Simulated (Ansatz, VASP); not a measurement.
## Hg: VASP beside Ansatz

```
Hg
1.0
     0.00000    3.33034    3.33034
     3.33034    0.00000    3.33034
     3.33034    3.33034    0.00000
Hg
2
Direct
  0.78500 0.90500 0.90500
  0.21500 0.09500 0.09500
```

Change from the starting cell: shortest bond scaled by 0.76, PAW files.

Alike in both runs: task electric field gradients; functional PBE; k mesh 8 × 8 × 8; occupations fermi-dirac, width 0.05 eV; no spin polarisation.

|  | VASP | Ansatz |
| --- | --- | --- |
| version | VASP 6.6.1 | Ansatz 0.2.0 |
| potentials or method | VASP PAW PBE potentials, release 64 (Hg_sv_GW) | PAW with Ansatz's default frozen-core files, scalar-relativistic |
| plane-wave cutoff (eV) | 410 | 420 |
| valence electrons in the cell | 40 | 40 |

```csv
,VASP,Ansatz,Ansatz less VASP
rms of the force components (eV/Å),6.551,6.477,-0.0732
size of Vzz on the site where it differs most (V/Å²),392.0,353.2,-38.73
```

Atom by atom the forces differ by 0.073 eV/Å (rms over components).

Neither program's run includes spin-orbit coupling.
